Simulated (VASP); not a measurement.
Here is a VASP 6.6.1 calculation.

INCAR

```
SYSTEM = Zr
PREC     = Accurate       ! precision mode
ENCUT    = 520            ! plane-wave cutoff, eV
EDIFF    = 1E-6           ! SCF threshold, eV
ISMEAR   = 0              ! smearing method
SIGMA    = 0.15           ! smearing width, eV
LREAL    = .FALSE.        ! projectors in reciprocal space
LASPH    = .TRUE.         ! aspherical terms in the spheres
NELM     = 60             ! most SCF steps
ALGO     = Normal         ! electronic algorithm
ISIF     = 2              ! what is computed and relaxed
LWAVE    = .FALSE.        ! write WAVECAR
LCHARG   = .FALSE.        ! write CHGCAR
GGA      = CA             ! functional
NBANDS   = 12             ! bands
```

Contents of KPOINTS:

```
Automatic mesh
0
G
  18 18 18
  0 0 0
```

The input POSCAR:

```
Zr
1.0
    0.0000000000      2.3226500000      2.1873500000
    2.3226500000      0.0000000000      2.1873500000
    2.3226500000      2.3226500000      0.0000000000
Zr
1
Direct
    0.0000000000      0.0000000000      0.0000000000
```

Potentials or basis: VASP PAW LDA potentials, release 64 (Zr_sv).

The run is started by

```sh
$ cat potpaw_LDA.64/Zr_sv/POTCAR > POTCAR
$ mpirun -np 1 vasp_std > vasp.out
```

Problem. What does it give for the band gap on the k mesh?

Solution. Zero (bands 6 and 7 overlap by 1.48 eV).

Problem. Predict the pressure.

Solution. -7.9 GPa.

Stress tensor (GPa, compression positive):
```
-8.46  0.00  0.00
 0.00 -8.46  0.00
 0.00  0.00 -6.75
```

Caveat: the cell differs from its parent crystal (strain +0.030 along x and y, -0.030 along z); the cell stands under tension.
